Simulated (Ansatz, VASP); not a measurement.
This is a calculation of AlN for VASP 6.6.1.

Contents of INCAR:

```
SYSTEM = AlN
PREC     = Accurate       ! precision mode
ENCUT    = 520            ! plane-wave cutoff, eV
EDIFF    = 1E-7           ! SCF threshold, eV
ISMEAR   = -1             ! smearing method
SIGMA    = 0.05           ! smearing width, eV
LREAL    = .FALSE.        ! projectors in reciprocal space
LASPH    = .TRUE.         ! aspherical terms in the spheres
NELM     = 60             ! most SCF steps
ALGO     = Normal         ! electronic algorithm
ISIF     = 2              ! what is computed and relaxed
LWAVE    = .FALSE.        ! write WAVECAR
LCHARG   = .FALSE.        ! write CHGCAR
GGA      = RP             ! functional
IVDW     = 13             ! dispersion correction
NBANDS   = 16             ! bands
```

File KPOINTS:

```
Automatic mesh
0
G
  10 10 6
  0 0 0
```

File POSCAR:

```
AlN
1.0
    3.1336164949      0.0000000000      0.0000000000
   -1.5668082474      2.7137914903      0.0000000000
    0.0000000000      0.0000000000      5.0139877163
Al N
2 2
Direct
    0.6666666667      0.3333333333      0.5000000000
    0.3333333333      0.6666666667      0.0000000000
    0.6666666667      0.3333333333      0.8800000000
    0.3333333333      0.6666666667      0.3800000000
```

Potentials or basis: VASP PAW PBE potentials, release 64 (Al, N).

The run is started by

```console
$ cat potpaw_PBE.64/Al/POTCAR potpaw_PBE.64/N/POTCAR > POTCAR
$ mpirun -np 1 vasp_std > vasp.out
```

**Question.** Translate it to Ansatz 0.2.0. Potentials there: Ansatz PAW.

**Answer.** As run (the cutoff follows the program's own potentials):

input.yaml

```yaml
crystal:
  lattice:
    - [3.1336164949, 0.0, 0.0]
    - [-1.5668082474, 2.7137914903, 0.0]
    - [0.0, 0.0, 5.0139877163]
  atoms:
    - { symbol: Al, position: [0.6666666667, 0.3333333333, 0.5] }
    - { symbol: Al, position: [0.3333333333, 0.6666666667, 0.0] }
    - { symbol: "N", position: [0.6666666667, 0.3333333333, 0.88] }
    - { symbol: "N", position: [0.3333333333, 0.6666666667, 0.38] }
hamiltonian:
  xc: rpbe
  pseudopotentials: { kind: paw }
  dispersion: d4
kpoints:
  mp_grid: { grid: [10, 10, 6] }
scf:
  occupations: { method: fermi_dirac, width: 0.05 }
output:
  forces: true
  stress: true
  eigenvalues: true
```

Potentials or basis: Ansatz PAW.

The run is started by

```bash
$ ansatz run input.yaml --threads 2 --pin off --max-ram 5120MiB --backend cpu --events-out ev --progress --plain --runs-dir out
```

Both were run:

|  | VASP | Ansatz | Ansatz less VASP |
| --- | --- | --- | --- |
| gap on the k mesh at the Fermi level (eV) | 4.10 | 4.08 | -0.022 |
| least direct gap on the mesh (eV) | 4.10 | 4.08 | -0.022 |
| pressure (GPa) | -7.6 | -6.9 | +0.66 |
| traceless stress, the component that is largest in VASP (GPa) | 1.24 | 1.19 | -0.051 |
| rms of the force components (eV/Å) | 0.063 | 0.065 | +0.0020 |

VASP's potentials were made for PBE, not for RPBE. Atom by atom the forces differ by 0.002 eV/Å (rms over components).
